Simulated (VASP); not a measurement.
# Ru (P-1) in VASP: further runs

Runs on Ru. Level: PBEsol. Tasks: single point, relaxation of cell and atoms.

Program: VASP 6.6.1. These are calculated values, not measurements. Logs are shortened: lines on timing, memory, paths and dates and some standing lists are left out, and cuts for length are marked.

## (1) The cell of the first run

The typed cell holds 2 atoms: a = 2.690 Å, b = 2.690 Å, c = 4.252 Å, α = 90.00°, β = 90.00°, γ = 120.00°.

## (2) Single point, PBEsol (atom 1 moved 0.15 Å)

The input, INCAR:

```
SYSTEM = Ru
PREC = Accurate
ENCUT = 520
EDIFF = 1E-6
ISMEAR = 0
SIGMA = 0.15
LREAL = .False.
LASPH = .True.
NELM = 60
ALGO = Fast
ISIF = 2
LWAVE = .False.
LCHARG = .False.
GGA = PS
NBANDS = 21
```

The input, KPOINTS:

```
regular mesh
0
Gamma
  12 12 8
  0 0 0
```

The input, POSCAR:

```
Ru
1.0
    2.6895239998      0.0000000000      0.0000000000
   -1.3447619999      2.3291961079      0.0000000000
    0.0000000000      0.0000000000      4.2519209521
Ru
2
Direct
    0.3578773476      0.6850920249      0.2392661783
    0.6421226524      0.3149079751      0.7607338217
```

Potentials or basis: VASP PAW PBE potentials, release 64 (Ru_pv).

Launch:

```bash
$ cat potpaw_PBE.64/Ru_pv/POTCAR > POTCAR
$ mpirun -np 1 vasp_std > vasp.out
```

OUTCAR:

```text
SYSTEM = Ru
   PREC = Accurate
   ENCUT = 520
   EDIFF = 1E-6
   ISMEAR = 0
   LREAL = .False.
   LASPH = .True.
   NELM = 60
   ISIF = 2
   GGA = PS

 ion  position               nearest neighbor table
   1  0.358  0.685  0.239-   2 2.51   2 2.54   2 2.63   2 2.66   2 2.69   2 2.77
   2  0.642  0.315  0.761-   1 2.51   1 2.54   1 2.63   1 2.66   1 2.69   1 2.77

  LATTYP: Found a hexagonal cell.
 ALAT       =     2.6895239998
 C/A-ratio  =     1.5809195056

  Lattice vectors:

 A1 = (   2.6895239998,   0.0000000000,   0.0000000000)
 A2 = (  -1.3447619999,   2.3291961079,   0.0000000000)
 A3 = (   0.0000000000,   0.0000000000,   4.2519209521)

Analysis of symmetry for initial positions (statically):
=====================================================================
 Subroutine PRICEL returns:
 Original cell was already a primitive cell.

 Routine SETGRP: Setting up the symmetry group for a
 hexagonal supercell.

 Subroutine GETGRP returns: Found  2 space group operations
 (whereof  2 operations were pure point group operations)
 out of a pool of 24 trial point group operations.

The static configuration has the point symmetry S_2 .

Analysis of symmetry for dynamics (positions and initial velocities):
=====================================================================
 Subroutine PRICEL returns:
 Original cell was already a primitive cell.

 Routine SETGRP: Setting up the symmetry group for a
 hexagonal supercell.

 Subroutine GETGRP returns: Found  2 space group operations
 (whereof  2 operations were pure point group operations)
 out of a pool of 24 trial point group operations.

The dynamic configuration has the point symmetry S_2 .

 Subroutine INISYM returns: Found  2 space group operations
 (whereof  2 operations are pure point group operations),
 and found     1 'primitive' translations

----------------------------------------------------------------------------------------

                                     Primitive cell

  volume of cell :      26.6359

  direct lattice vectors                    reciprocal lattice vectors
     2.689524000  0.000000000  0.000000000     0.371813005  0.214666338  0.000000000
    -1.344762000  2.329196108  0.000000000     0.000000000  0.429332677  0.000000000
     0.000000000  0.000000000  4.251920952     0.000000000  0.000000000  0.235187815

  length of vectors
     2.689524000  2.689524000  4.251920952     0.429332677  0.429332677  0.235187815

  position of ions in fractional coordinates (direct lattice)
     0.357877348  0.685092025  0.239266178
     0.642122652  0.314907975  0.760733822

  ion indices of the primitive-cell ions
   primitive index   ion index
                 1           1
                 2           2

----------------------------------------------------------------------------------------

 KPOINTS: regular mesh

Automatic generation of k-mesh.
 Grid dimensions read from file:
 generate k-points for:   12   12    8

 Generating k-lattice:

  Cartesian coordinates                     Fractional coordinates (reciprocal lattice)
     0.030984417  0.017888862  0.000000000     0.083333333  0.000000000  0.000000000
     0.000000000  0.035777723  0.000000000     0.000000000  0.083333333  0.000000000
     0.000000000  0.000000000  0.029398477     0.000000000  0.000000000  0.125000000

  Length of vectors
     0.035777723  0.035777723  0.029398477

  Shift w.r.t. Gamma in fractional coordinates (k-lattice)
     0.000000000  0.000000000  0.000000000

 Subroutine IBZKPT returns following result:
 ===========================================

 Found    580 irreducible k-points:

 Following reciprocal coordinates:
            Coordinates               Weight
  0.000000  0.000000  0.000000      1.000000
  0.083333  0.000000  0.000000      2.000000
  0.000000  0.083333  0.000000      2.000000
 -0.083333  0.083333  0.000000      2.000000
  0.166667 -0.000000  0.000000      2.000000
  0.000000  0.166667  0.000000      2.000000
[... 16 lines left out ...]
  0.166667  0.083333  0.000000      2.000000
 -0.083333  0.250000  0.000000      2.000000
 [... further k-points ...]
   k-points           NKPTS =    580   k-points in BZ     NKDIM =    580   number of bands    NBANDS=     21
   number of dos      NEDOS =    301   number of ions     NIONS =      2
   total plane-waves  NPLWV =  12800
   dimension x,y,z NGX =    20 NGY =   20 NGZ =   32
   dimension x,y,z NGXF=    40 NGYF=   40 NGZF=   64
   ions per type =               2
   NGX,Y,Z   is equivalent  to a cutoff of  12.36, 12.36, 12.51 a.u.
   NGXF,Y,Z  is equivalent  to a cutoff of  24.72, 24.72, 25.02 a.u.
 SYSTEM =  Ru
   PREC   = accura    normal or accurate (medium, high low for compatibility)
   ISTART =      0    job   : 0-new  1-cont  2-samecut
   ICHARG =      2    charge: 1-file 2-atom 10-const
   ISPIN  =      1    spin polarized calculation?
   LNONCOLLINEAR =      F non collinear calculations
   LSORBIT =      F    spin-orbit coupling
   LASPH  =      T    aspherical Exc in radial PAW
   ENCUT  =  520.0 eV  38.22 Ry    6.18 a.u.   5.00  5.00  7.91*2*pi/ulx,y,z
   NELM   =     60;   NELMIN=  2; NELMDL= -5     # of ELM steps
   EDIFF  = 0.1E-05   stopping-criterion for ELM
   LREAL  =      F    real-space projection
   EDIFFG = 0.1E-04   stopping-criterion for IOM
   NSW    =      0    number of steps for IOM
   IBRION =     -1    ionic relax: 0-MD 1-quasi-New 2-CG
   NFREE  =      0    steps in history (QN), initial steepest desc. (CG)
   ISIF   =      2    stress and relaxation
   ISYM   =      2    0-nonsym 1-usesym 2-fastsym
   POTIM  = 0.5000    time-step for ionic-motion
   TEBEG  =    0.0;   TEEND  =   0.0 temperature during run
   PSTRESS=    0.0 pullay stress
   NELECT =      28.0000    total number of electrons
   NUPDOWN=      -1.0000    fix difference up-down
   EMIN   =  10.00;   EMAX   =-10.00  energy-range for DOS
   EFERMI =   0.00;   METHOD = LEGACY
   ISMEAR =     0;   SIGMA  =   0.15  broadening in eV -4-tet -1-fermi 0-gaus
   EFERMI_NEDOS =   21; number of points for ismear=-14 and -15
   IALGO  =     68    algorithm
   IMIX   =      4    mixing-type and parameters
     AMIX     =   0.40;   BMIX     =  1.00
     AMIX_MAG =   1.60;   BMIX_MAG =  1.00
  volume/ion in A,a.u.               =      13.32        89.87
  Fermi-wavevector in a.u.,A,eV,Ry     =   1.664582  3.145605 37.699491  2.770834
  Thomas-Fermi vector in A             =   2.751101
   LORBIT       =      0    0 simple, 1 ext, 2 COOP (PROOUT), +10 PAW based schemes
   GGA     = PS    functional components
   LHFCALC =     F    Hartree Fock is set to
   AEXX    =    0.0000 exact exchange contribution
   IVDW    =     0    specifies the selected vdW correction
   LEPSILON=     F    determine dielectric tensor
   LRPA    =     F    only Hartree local field effects (RPA)
 non-spin polarized calculation
 RMM-DIIS sequential band-by-band and
 Gauss-broadening in eV      SIGMA  =   0.15
  energy-cutoff  :      520.00
  volume of cell :       26.64
 maximum number of plane-waves:       735
   NGX =  9   NGY =  9   NGZ = 15

 number of electron      28.0000002 magnetization

 Free energy of the ion-electron system (eV)
  ---------------------------------------------------
  ext. energy  EPLUGINS =         0.00000000
  ---------------------------------------------------
  free energy    TOTEN  =       -20.24850225 eV

  energy without entropy =      -20.23144585  energy(sigma->0) =      -20.23997405

 E-fermi :  13.0933     XC(G=0): -14.3928

 val. band max:       13.0926396654   @ k =  -0.2500   0.0000   0.3750
 cond. band min:      13.0988566985   @ k =  -0.2500   0.1667   0.3750
 fundamental gap:      0.0062170331
 Fermi energy:        13.0932889601

 k-point     1 :       0.0000    0.0000    0.0000
  band No.  band energies     occupation
      1     -30.6474      2.00000
      2     -29.6640      2.00000
      3     -29.5854      2.00000
      4     -29.4559      2.00000
      5     -29.4131      2.00000
      6     -29.3735      2.00000
[... 13 lines left out ...]
     20      23.3285      0.00000
     21      23.5153      0.00000

 k-point     2 :       0.0833    0.0000    0.0000
  band No.  band energies     occupation
      1     -30.6251      2.00000
      2     -29.6820      2.00000
      3     -29.6427      2.00000
      4     -29.5077      2.00000
      5     -29.4222      2.00000
      6     -29.3809      2.00000
[... 13 lines left out ...]
     20      23.3285      0.00000
     21      23.5000      0.00000

 k-point     3 :       0.0000    0.0833    0.0000
  band No.  band energies     occupation
      1     -30.6208      2.00000
      2     -29.7150      2.00000
      3     -29.6096      2.00000
      4     -29.4853      2.00000
      5     -29.4458      2.00000
      6     -29.3850      2.00000
[... 13 lines left out ...]
     20      23.3284      0.00000
     21      23.4995      0.00000

 k-point     4 :      -0.0833    0.0833    0.0000
  band No.  band energies     occupation
      1     -30.6218      2.00000
      2     -29.7083      2.00000
      3     -29.6156      2.00000
      4     -29.4926      2.00000
      5     -29.4392      2.00000
      6     -29.3839      2.00000
[... 13 lines left out ...]
     20      23.3285      0.00000
     21      23.4996      0.00000

 k-point     5 :       0.1667   -0.0000    0.0000
  band No.  band energies     occupation
      1     -30.5621      2.00000
      2     -29.8049      2.00000
      3     -29.7226      2.00000
      4     -29.6466      2.00000
      5     -29.4469      2.00000
      6     -29.4053      2.00000
[... 13 lines left out ...]
     20      23.3284      0.00000
     21      23.4394      0.00000

 k-point     6 :       0.0000    0.1667    0.0000
  band No.  band energies     occupation
      1     -30.5447      2.00000
      2     -29.8577      2.00000
      3     -29.6660      2.00000
      4     -29.6317      2.00000
      5     -29.4694      2.00000
      6     -29.4228      2.00000
[... 13 lines left out ...]
     20      23.3284      0.00000
     21      23.4408      0.00000

 k-point     7 :      -0.1667    0.1667    0.0000
  band No.  band energies     occupation
      1     -30.5489      2.00000
      2     -29.8460      2.00000
      3     -29.6769      2.00000
      4     -29.6351      2.00000
      5     -29.4665      2.00000
      6     -29.4180      2.00000
[... 13 lines left out ...]
     20      23.3284      0.00000
     21      23.4402      0.00000
[... 291 lines left out ...]
      1     -30.5770      2.00000
      2     -29.7790      2.00000
      3     -29.6959      2.00000
      4     -29.5774      2.00000
      5     -29.4547      2.00000
      6     -29.4025      2.00000
[... 13 lines left out ...]
     20      23.3284      0.00000
     21      23.4622      0.00000

 k-point    21 :      -0.0833    0.1667    0.0000
  band No.  band energies     occupation
      1     -30.5675      2.00000
      2     -29.8104      2.00000
      3     -29.6667      2.00000
      4     -29.5503      2.00000
      5     -29.4821      2.00000
      6     -29.4115      2.00000
[... 13 lines left out ...]
     20      23.3284      0.00000
     21      23.4589      0.00000

 k-point    22 :      -0.1667    0.0833    0.0000
  band No.  band energies     occupation
      1     -30.5799      2.00000
      2     -29.7596      2.00000
      3     -29.7099      2.00000
      4     -29.5879      2.00000
      5     -29.4493      2.00000
      6     -29.3992      2.00000
[... 13 lines left out ...]
     20      23.3284      0.00000
     21      23.4634      0.00000

 k-point    23 :       0.1667    0.0833    0.0000
  band No.  band energies     occupation
      1     -30.4985      2.00000
      2     -29.9187      2.00000
      3     -29.8391      2.00000
      4     -29.6869      2.00000
      5     -29.4896      2.00000
      6     -29.4376      2.00000
[... 13 lines left out ...]
     20      23.3282      0.00000
     21      23.4004      0.00000

 k-point    24 :      -0.0833    0.2500    0.0000
  band No.  band energies     occupation
      1     -30.4699      2.00000
      2     -29.9663      2.00000
      3     -29.8035      2.00000
      4     -29.6571      2.00000
      5     -29.5119      2.00000
      6     -29.4675      2.00000
[... 13 lines left out ...]
     20      23.3283      0.00000
     21      23.4020      0.00000

 [... further k-points ...]

------------------------ aborting loop because EDIFF is reached ----------------------------------------

  FORCE on cell =-STRESS in cart. coord.  units (eV):
  Direction    XX          YY          ZZ          XY          YZ          ZX
  --------------------------------------------------------------------------------------
  -------------------------------------------------------------------------------------
  Total       -0.0887892      0.4873823      0.7800594     -0.2877225     -0.2307668     -0.1816216
  in kB       -5.3407740     29.3166076     46.9214688    -17.3068391    -13.8808871    -10.9247462
  external PRESSURE =      23.6324341 kB  Pullay stress =       0.0000000 kB

 VOLUME and BASIS-vectors are now :
 -----------------------------------------------------------------------------
  energy-cutoff  :      520.00
  volume of cell :       26.64
      direct lattice vectors                 reciprocal lattice vectors
     2.689524000  0.000000000  0.000000000     0.371813005  0.214666338  0.000000000
    -1.344762000  2.329196108  0.000000000     0.000000000  0.429332677  0.000000000
     0.000000000  0.000000000  4.251920952     0.000000000  0.000000000  0.235187815

 POSITION                                       TOTAL-FORCE (eV/Angst)
 -----------------------------------------------------------------------------------
      0.04123      1.59571      1.01734        -0.661444     -0.658247      1.288616
      1.30353      0.73348      3.23458         0.661444      0.658247     -1.288616
 -----------------------------------------------------------------------------------
    total drift:                               -0.000000      0.000000     -0.000000

  FREE ENERGIE OF THE ION-ELECTRON SYSTEM (eV)
  ---------------------------------------------------
  free  energy   TOTEN  =       -20.2485022477 eV

  energy  without entropy=      -20.2314458455  energy(sigma->0) =      -20.23997405
```

It took 5 min on 1 thread of Intel Xeon 8259CL, shared host; peak memory 0.34 GiB.

What came out:

* Free energy: -20.2485 eV
* Pressure: 2.4 GPa
* Largest force: 1.591 eV/Å
* Band gap on the k mesh: zero (bands 14 and 15 overlap by 3.02 eV)

Forces on the atoms (eV/Å):
```
Ru  -0.661 -0.658  1.289
Ru   0.661  0.658 -1.289
```

Stress tensor (GPa, compression positive):
```
-0.53 -1.73 -1.09
-1.73  2.93 -1.39
-1.09 -1.39  4.69
```

Caveat: the cell differs from its parent crystal (atom 1 moved 0.15 Å); the PAW data sets were made with another functional, which shifts forces and pressure a little.

## (3) Relaxation of cell and atoms, PBEsol

The input, INCAR:

```
PREC     = Accurate       # precision mode
ENCUT    = 600            # plane-wave cutoff, eV
EDIFF    = 1E-6           # SCF threshold, eV
ISMEAR   = 0              # smearing method
SIGMA    = 0.15           # smearing width, eV
LREAL    = F              # projectors in reciprocal space
LASPH    = T              # aspherical terms in the spheres
NELM     = 80             # most SCF steps
ALGO     = Fast           # electronic algorithm
ISIF     = 3              # what is computed and relaxed
LWAVE    = F              # write WAVECAR
LCHARG   = F              # write CHGCAR
GGA      = PS             # functional
IBRION   = 2              # ionic algorithm
NSW      = 100            # ionic steps
EDIFFG   = -0.01          # ionic threshold
```

The input, KPOINTS:

```
Automatic mesh
0
Gamma
  12 12 8
```

POSCAR is that of step 2.

Potentials or basis: VASP PAW PBE potentials, release 64 (Ru_pv).

Launch:

```bash
$ cat potpaw_PBE.64/Ru_pv/POTCAR > POTCAR
$ mpirun -np 1 vasp_std > vasp.out
```

Wall time 47 min (1 thread of Intel Xeon 8259CL, shared host); peak memory 0.43 GiB.

It converged, with:

```yaml
Free_energy: -20.3620 eV
Relaxed_volume: 13.31 Å³/atom
Relaxed_cell: a = 2.690 Å, b = 2.689 Å, c = 4.252 Å, α = 89.99°, β = 89.98°, γ = 119.99°
Space_group_after_relaxing_to_0.1_Å: P6_3/mmc (No. 194)
Energy_gained_by_relaxing: 56.5 meV/atom
Ionic_steps: 13
Pressure_after_relaxing: 0.0 GPa
Largest_force_after_relaxing: 0.009 eV/Å
Band_gap_on_the_k_mesh: zero (bands 14 and 15 overlap by 3.28 eV)
```

Forces on the atoms (eV/Å):
```
Ru  -0.002 -0.006  0.006
Ru   0.002  0.006 -0.006
```

Stress tensor (GPa, compression positive):
```
-0.01 -0.06 -0.07
-0.06  0.09 -0.07
-0.07 -0.07 -0.10
```

The path:
```csv
step,energy change (eV),largest force (eV/Å),pressure (GPa),volume (Å³)
1,0.0000,1.5920,2.36,26.64
2,-0.0669,0.4032,-9.13,27.39
3,-0.0850,0.3963,-6.30,27.14
4,-0.0362,0.8387,17.20,25.52
5,-0.1048,0.2795,1.38,26.54
6,-0.1118,0.1087,-0.21,26.67
7,-0.1120,0.1321,-0.29,26.65
8,-0.1130,0.0182,0.44,26.59
9,-0.1130,0.0173,0.33,26.60
10,-0.1130,0.0100,0.40,26.60
11,-0.1128,0.0207,-0.82,26.69
12,-0.1130,0.0102,-0.13,26.63
13,-0.1130,0.0089,-0.01,26.63
```

Final structure:
```xyz
2
Lattice="2.6895 0.0004 0.0005 -1.3444 2.3285 0.0002 0.0008 0.0007 4.2517" Properties=species:S:1:pos:R:3 pbc="T T T"
Ru    0.0005    1.5530    1.0630
Ru    1.3454    0.7767    3.1894
```

Levels at points of the mesh, in eV from the Fermi level:
```tsv
k point	band 12	band 13	band 14	band 15	band 16	band 17
(0.00, 0.00, 0.00)	-2.01	-2.00	-1.47	-1.47	1.20	1.20
(0.50, 0.00, 0.00)	-1.89	-1.60	1.45	1.88	1.97	4.13
(0.00, 0.50, 0.00)	-1.89	-1.59	1.45	1.89	1.97	4.14
(0.50, 0.50, 0.00)	-1.89	-1.59	1.45	1.88	1.97	4.13
(0.00, 0.00, 0.50)	-2.88	-2.83	-2.82	0.54	0.54	0.55
(0.50, 0.00, 0.50)	-1.12	0.41	0.41	1.71	1.71	3.41
(0.00, 0.50, 0.50)	-1.12	0.42	0.42	1.71	1.72	3.41
(0.50, 0.50, 0.50)	-1.12	0.41	0.41	1.71	1.72	3.41
```

Caveat: the PAW data sets were made with another functional, which shifts forces and pressure a little.
